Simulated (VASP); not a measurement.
# Al2BAs3: single point with PBE

The system is Al2BAs3.

```
CELL_PARAMETERS angstrom
-1.89933 1.89933 8.37190
1.89933 -1.89933 8.37190
1.89933 1.89933 -8.37190
ATOMIC_POSITIONS crystal
Al 0.34017 0.34017 0.00000
Al 0.65983 0.65983 0.00000
B 0.00000 0.00000 0.00000
As 0.43187 0.93187 0.50000
As 0.75000 0.25000 0.50000
As 0.06813 0.56813 0.50000
```

| Property | Result |
| --- | --- |
| Program | VASP 6.6.1 |
| Task | single point |
| Functional | PBE |
| Potentials or basis | VASP PAW PBE potentials, release 64 (Al, B, As) |
| Cutoff | 520 eV |
| k mesh | 10 × 10 × 10 |
| Occupations | gaussian, width 0.02 eV |
| Spin | no spin polarisation |

The pressure is 0.2 GPa. The largest force is 0.012 eV/Å and the band gap on the k mesh is 0.84 eV.

Forces on the atoms (eV/Å):
```
Al   0.000  0.000  0.001
Al   0.000  0.000 -0.001
B    0.000  0.000  0.000
As   0.000  0.000 -0.012
As   0.000  0.000  0.000
As   0.000  0.000  0.012
```

Levels at points of the mesh, in eV from the valence-band top:
| k point | band 10 | band 11 | band 12 | band 13 | band 14 | band 15 |
| --- | --- | --- | --- | --- | --- | --- |
| (0.00, 0.00, 0.00) | -0.35 | 0.00 | 0.00 | 0.84 | 0.98 | 2.13 |
| (0.50, 0.00, 0.00) | -1.43 | -0.78 | -0.72 | 1.07 | 2.63 | 3.45 |
| (0.50, 0.50, 0.00) | -3.53 | -2.94 | -2.81 | 1.00 | 1.64 | 2.59 |
| (0.50, 0.50, 0.50) | -1.28 | -0.55 | -0.55 | 0.84 | 1.25 | 2.30 |

Run time: 14 min on 1 thread of Intel(R) Xeon(R) 6975P-C (Granite Rapids) (shared host), peak memory 0.79 GiB.

A k mesh can miss the band edges.
